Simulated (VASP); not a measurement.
Wanted: the native input for a VASP 6.6.1 run.

| Property | Result |
| --- | --- |
| Task | single point |
| Functional | PBE |
| Potentials or basis | VASP PAW PBE potentials, release 64 (Si) |
| Cutoff | 520 eV |
| k mesh | 8 × 8 × 8 |
| Occupations | gaussian, width 0.05 eV |
| Spin | no spin polarisation |
| Dipole correction | no |
| Further INCAR settings | ALGO = Normal; EDIFF = 1e-06; NBANDS = 11 |

The structure of Si lies in POSCAR:

```
Si
1.0
    0.0000000000      2.9570903157      2.5912999529
    2.6562533818      0.0000000000      2.5912999529
    2.6562533818      2.9570903157      0.0000000000
Si
2
Direct
    0.5000000000      0.5000000000      0.5000000000
    0.7500000000      0.7500000000      0.7500000000
```

This cell differs from its parent crystal: strain +e along x and -e along y -0.0550, strain +e along z and -e/2 along x and y -0.0525.

One way to write it, as run:

INCAR

```
SYSTEM = Si
PREC     = Accurate       ! precision mode
ENCUT    = 520            ! plane-wave cutoff, eV
EDIFF    = 1E-6           ! SCF threshold, eV
ISMEAR   = 0              ! smearing method
SIGMA    = 0.05           ! smearing width, eV
LREAL    = .False.        ! projectors in reciprocal space
LASPH    = .True.         ! aspherical terms in the spheres
NELM     = 80             ! most SCF steps
ALGO     = Normal         ! electronic algorithm
ISIF     = 2              ! what is computed and relaxed
LWAVE    = .False.        ! write WAVECAR
LCHARG   = .False.        ! write CHGCAR
GGA      = PE             ! functional
NBANDS   = 11             ! bands
```

KPOINTS

```
regular mesh
0
Gamma
  8 8 8
  0 0 0
```

Potentials or basis: VASP PAW PBE potentials, release 64 (Si).

Run with:

```bash
$ cat potpaw_PBE.64/Si/POTCAR > POTCAR
$ mpirun -np 1 vasp_std > vasp.out
```

It gave:

| Quantity | Value |
| --- | --- |
| Pressure | 0.0 GPa |
| Band gap on the k mesh | zero (bands 4 and 5 overlap by 0.19 eV) |

Caveat: the cell differs from its parent crystal (strain +e along x and -e along y -0.0550, strain +e along z and -e/2 along x and y -0.0525); semilocal functionals underestimate gaps, so a narrow gap can read as zero.

Wall time 49 s on 1 thread of Intel Xeon 8259CL, on a shared host, peak memory 0.17 GiB.
